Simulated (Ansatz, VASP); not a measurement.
# Two plane-wave programs on C

```
C
1.0
     1.23277   -2.13415    0.00000
     1.23277    2.13415    0.00000
     0.00000    0.00000    6.79898
C
4
Direct
  0.12078 0.93543 0.75000
  0.58331 0.41669 0.25000
  0.91669 0.08331 0.25000
  0.41669 0.58331 0.75000
```

Alike in both runs: task single point; functional PBE; dispersion D3(BJ); k mesh 22 × 22 × 8; occupations gaussian, width 0.15 eV; no spin polarisation.

|  | VASP | Ansatz |
| --- | --- | --- |
| version | VASP 6.6.1 | Ansatz 0.2.0 |
| potentials or method | VASP PAW PBE potentials, release 64 (C), cutoff 520 eV | scalar-relativistic, plane waves, PAW |
| valence electrons in the cell | 16 | 16 |

|  | VASP | Ansatz | Ansatz less VASP |
| --- | --- | --- | --- |
| gap on the k mesh at the Fermi level (eV) | none | none | - |
| pressure (GPa) | 1.7 | 1.3 | -0.41 |
| traceless stress, the component that is largest in VASP (GPa) | 3.32 | 3.26 | -0.069 |
| rms of the force components (eV/Å) | 1.586 | 1.584 | -0.0012 |

Atom by atom the forces differ by 0.001 eV/Å (rms over components). A gap of «none» marks a metal or a gap that the smearing closes.
